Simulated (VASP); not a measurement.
# TePb (I4mm) in VASP: single point with PBEsol

Aim: the single point of TePb with PBEsol.

All numbers are computed with VASP 6.6.1; they aren't measurements. Logs are shortened: lines on timing, memory, paths and dates and some standing lists are left out, and cuts for length are marked.

## Step 1: The cell of the first run

The structure is tetragonal, space group I4mm (No. 107). The conventional cell has a = 4.564 Å, b = 4.564 Å, c = 6.454 Å, α = 90.00°, β = 90.00°, γ = 90.00°. Te (site symmetry 4mm) has 6 Pb at 3.00 to 3.45 Å within 4.0 Å. Within 4.0 Å of Pb (site symmetry 4mm) lie 6 Te at 3.00 to 3.45 Å.

## Step 2: Single point, PBEsol (one atom moved)

INCAR reads:

```
  ALGO = Normal
  EDIFF = 1E-6
  ENCUT = 500
  GGA = PS
  GGA_COMPAT = F
  ISIF = 2
  ISMEAR = 0
  LASPH = T
  LCHARG = F
  LREAL = F
  LWAVE = F
  NBANDS = 17
  NELM = 120
  PREC = Accurate
  SIGMA = 0.02
```

KPOINTS reads:

```
k-points
0
Gamma
  8 8 8
```

POSCAR reads:

```
TePb
1.0
    0.0000000000      3.2270000000      3.2270000000
    3.2270000000      0.0000000000      3.2270000000
    3.2270000000      3.2270000000      0.0000000000
Te Pb
1 1
Direct
    0.4651378990      0.5348621010      0.5348621010
    0.0000000000      0.0000000000      0.0000000000
```

Potentials or basis: VASP PAW PBE potentials, release 64 (Te, Pb_d).

Launch:

```
cat potpaw_PBE.64/Te/POTCAR potpaw_PBE.64/Pb_d/POTCAR > POTCAR
mpirun -np 1 vasp_std > vasp.out
```

OUTCAR:

```text
EDIFF = 1E-6
   ENCUT = 500
   GGA = PS
   ISIF = 2
   ISMEAR = 0
   LASPH = T
   LREAL = F
   NELM = 120
   PREC = Accurate

 ion  position               nearest neighbor table
   1  0.465  0.535  0.535-   2 3.00   2 3.23   2 3.23   2 3.23   2 3.23   2 3.45
   2  0.000  0.000  0.000-   1 3.00   1 3.23   1 3.23   1 3.23   1 3.23   1 3.45

  LATTYP: Found a face centered cubic cell.
 ALAT       =     6.4540000000

  Lattice vectors:

 A1 = (   0.0000000000,   3.2270000000,   3.2270000000)
 A2 = (   3.2270000000,   0.0000000000,   3.2270000000)
 A3 = (   3.2270000000,   3.2270000000,   0.0000000000)

Analysis of symmetry for initial positions (statically):
=====================================================================
 Subroutine PRICEL returns:
 Original cell was already a primitive cell.

 Routine SETGRP: Setting up the symmetry group for a
 face centered cubic supercell.

 Subroutine GETGRP returns: Found  8 space group operations
 (whereof  8 operations were pure point group operations)
 out of a pool of 48 trial point group operations.

The static configuration has the point symmetry C_4v.

Analysis of symmetry for dynamics (positions and initial velocities):
=====================================================================
 Subroutine PRICEL returns:
 Original cell was already a primitive cell.

 Routine SETGRP: Setting up the symmetry group for a
 face centered cubic supercell.

 Subroutine GETGRP returns: Found  8 space group operations
 (whereof  8 operations were pure point group operations)
 out of a pool of 48 trial point group operations.

The dynamic configuration has the point symmetry C_4v.

 Subroutine INISYM returns: Found  8 space group operations
 (whereof  8 operations are pure point group operations),
 and found     1 'primitive' translations

----------------------------------------------------------------------------------------

                                     Primitive cell

  volume of cell :      67.2089

  direct lattice vectors                    reciprocal lattice vectors
     0.000000000  3.227000000  3.227000000    -0.154942671  0.154942671  0.154942671
     3.227000000  0.000000000  3.227000000     0.154942671 -0.154942671  0.154942671
     3.227000000  3.227000000  0.000000000     0.154942671  0.154942671 -0.154942671

  length of vectors
     4.563667166  4.563667166  4.563667166     0.268368579  0.268368579  0.268368579

  position of ions in fractional coordinates (direct lattice)
     0.465137899  0.534862101  0.534862101
     0.000000000  0.000000000  0.000000000

[... 77 lines left out ...]
   LREAL  =      F    real-space projection
   EDIFFG = 0.1E-04   stopping-criterion for IOM
   NSW    =      0    number of steps for IOM
   IBRION =     -1    ionic relax: 0-MD 1-quasi-New 2-CG
   NFREE  =      0    steps in history (QN), initial steepest desc. (CG)
   ISIF   =      2    stress and relaxation
   ISYM   =      2    0-nonsym 1-usesym 2-fastsym
   POTIM  = 0.5000    time-step for ionic-motion
   TEBEG  =    0.0;   TEEND  =   0.0 temperature during run
   PSTRESS=    0.0 pullay stress
   NELECT =      20.0000    total number of electrons
   NUPDOWN=      -1.0000    fix difference up-down
   EMIN   =  10.00;   EMAX   =-10.00  energy-range for DOS
   EFERMI =   0.00;   METHOD = LEGACY
   ISMEAR =     0;   SIGMA  =   0.02  broadening in eV -4-tet -1-fermi 0-gaus
   EFERMI_NEDOS =   21; number of points for ismear=-14 and -15
   IALGO  =     38    algorithm
   IMIX   =      4    mixing-type and parameters
     AMIX     =   0.40;   BMIX     =  1.00
     AMIX_MAG =   1.60;   BMIX_MAG =  1.00
  volume/ion in A,a.u.               =      33.60       226.77
  Fermi-wavevector in a.u.,A,eV,Ry     =   1.092972  2.065418 16.253366  1.194589
  Thomas-Fermi vector in A             =   2.229249
   LORBIT       =      0    0 simple, 1 ext, 2 COOP (PROOUT), +10 PAW based schemes
   GGA     = PS    functional components
   LHFCALC =     F    Hartree Fock is set to
   AEXX    =    0.0000 exact exchange contribution
   IVDW    =     0    specifies the selected vdW correction
   LEPSILON=     F    determine dielectric tensor
   LRPA    =     F    only Hartree local field effects (RPA)
 non-spin polarized calculation
 Gauss-broadening in eV      SIGMA  =   0.02
  energy-cutoff  :      500.00
  volume of cell :       67.21
 maximum number of plane-waves:      1727
 NGX is ok and might be reduce to    36
   NGX = 17   NGY = 17   NGZ = 17

 number of electron      20.0000002 magnetization

 Free energy of the ion-electron system (eV)
  ---------------------------------------------------
  ext. energy  EPLUGINS =         0.00000000
  ---------------------------------------------------
  free energy    TOTEN  =        -8.23743911 eV

  energy without entropy =       -8.23743911  energy(sigma->0) =       -8.23743911

 E-fermi :   5.5496     XC(G=0):  -9.4774

 val. band max:        5.3926020853   @ k =   0.5000   0.0000   0.0000
 cond. band min:       6.3182576858   @ k =   0.5000   0.0000   0.0000
 fundamental gap:      0.9256556005
 Fermi energy:         5.5496055578

 k-point     1 :       0.0000    0.0000    0.0000
  band No.  band energies     occupation
      1     -11.1001      2.00000
      2     -11.0981      2.00000
      3     -11.0877      2.00000
      4     -11.0815      2.00000
      5     -11.0815      2.00000
      6      -6.6078      2.00000
[... 457 lines left out ...]
      4     -11.0689      2.00000
      5     -11.0608      2.00000
      6      -5.0835      2.00000
[... 9 lines left out ...]
     16      15.1413      0.00000
     17      15.9030      0.00000

 [... further k-points ...]

------------------------ aborting loop because EDIFF is reached ----------------------------------------

  FORCE on cell =-STRESS in cart. coord.  units (eV):
  Direction    XX          YY          ZZ          XY          YZ          ZX
  --------------------------------------------------------------------------------------
  -------------------------------------------------------------------------------------
  Total        0.7031220     -0.1215292     -0.1215292     -0.0000000      0.0000000      0.0000000
  in kB       16.7615587     -2.8971067     -2.8971067     -0.0000000      0.0000000      0.0000000
  external PRESSURE =       3.6557818 kB  Pullay stress =       0.0000000 kB

 VOLUME and BASIS-vectors are now :
 -----------------------------------------------------------------------------
  energy-cutoff  :      500.00
  volume of cell :       67.21
      direct lattice vectors                 reciprocal lattice vectors
     0.000000000  3.227000000  3.227000000    -0.154942671  0.154942671  0.154942671
     3.227000000  0.000000000  3.227000000     0.154942671 -0.154942671  0.154942671
     3.227000000  3.227000000  0.000000000     0.154942671  0.154942671 -0.154942671

 POSITION                                       TOTAL-FORCE (eV/Angst)
 -----------------------------------------------------------------------------------
      3.45200      3.22700      3.22700        -0.273410      0.000000      0.000000
      0.00000      0.00000      0.00000         0.273410      0.000000      0.000000
 -----------------------------------------------------------------------------------
    total drift:                                0.000251      0.000000      0.000000

  FREE ENERGIE OF THE ION-ELECTRON SYSTEM (eV)
  ---------------------------------------------------
  free  energy   TOTEN  =        -8.2374391111 eV

  energy  without entropy=       -8.2374391111  energy(sigma->0) =       -8.23743911
```

OSZICAR:

```text
N       E                     dE             d eps       ncg     rms          rms(c)
DAV:   1     0.149307011173E+03    0.14931E+03   -0.89597E+03  2006   0.111E+03
DAV:   2     0.208523335831E+01   -0.14722E+03   -0.14284E+03  2063   0.290E+02
DAV:   3    -0.806535715916E+01   -0.10151E+02   -0.10096E+02  2638   0.838E+01
DAV:   4    -0.833838892433E+01   -0.27303E+00   -0.27290E+00  2589   0.151E+01
DAV:   5    -0.834800984179E+01   -0.96209E-02   -0.96204E-02  2870   0.258E+00    0.356E+00
DAV:   6    -0.824276185220E+01    0.10525E+00   -0.22657E-01  2965   0.363E+00    0.222E+00
DAV:   7    -0.823730220175E+01    0.54597E-02   -0.69427E-02  2602   0.140E+00    0.891E-01
DAV:   8    -0.823747175632E+01   -0.16955E-03   -0.80616E-03  2574   0.868E-01    0.138E-01
DAV:   9    -0.823743800882E+01    0.33747E-04   -0.94492E-04  3068   0.300E-01    0.442E-02
DAV:  10    -0.823743683779E+01    0.11710E-05   -0.96203E-05  2707   0.839E-02    0.219E-02
DAV:  11    -0.823743928280E+01   -0.24450E-05   -0.20658E-05  2675   0.331E-02    0.145E-02
DAV:  12    -0.823743911106E+01    0.17173E-06   -0.12380E-06  1774   0.714E-03
   1 F= -.82374391E+01 E0= -.82374391E+01  d E =-.151968E-30
```

stdout:

```text
POSCAR found type information on POSCAR TePb
 POSCAR found :  2 types and       2 ions
 scaLAPACK will be used
 -----------------------------------------------------------------------------
|                                                                             |
|                                                                             |
|     You enforced a specific xc type in the INCAR file but a different       |
|     I HOPE YOU KNOW WHAT YOU ARE DOING!                                     |
|                                                                             |
 -----------------------------------------------------------------------------

 LDA part: xc-table for (Slater+PW92), standard interpolation
 POSCAR, INCAR and KPOINTS ok, starting setup
 FFT: planning ... GRIDC
 FFT: planning ... GRID_SOFT
 FFT: planning ... GRID
 WAVECAR not read
 entering main loop
```

It took 1.7 min on 1 thread of Intel Xeon 8259CL, shared host; peak memory 0.24 GiB.

Results:

```yaml
Free_energy: -8.2374 eV
Pressure: 0.4 GPa
Largest_force: 0.273 eV/Å
Band_gap_on_the_k_mesh: 0.93 eV
```

Forces in eV/Å, atoms in the order of the input:
```
Te  -0.273  0.000  0.000
Pb   0.273  0.000  0.000
```

Caveat: the cell differs from its parent crystal (one atom moved); the PAW data sets were made with another functional, which shifts forces and pressure a little; spin-orbit coupling is left out, which moves the levels of the heavy elements.
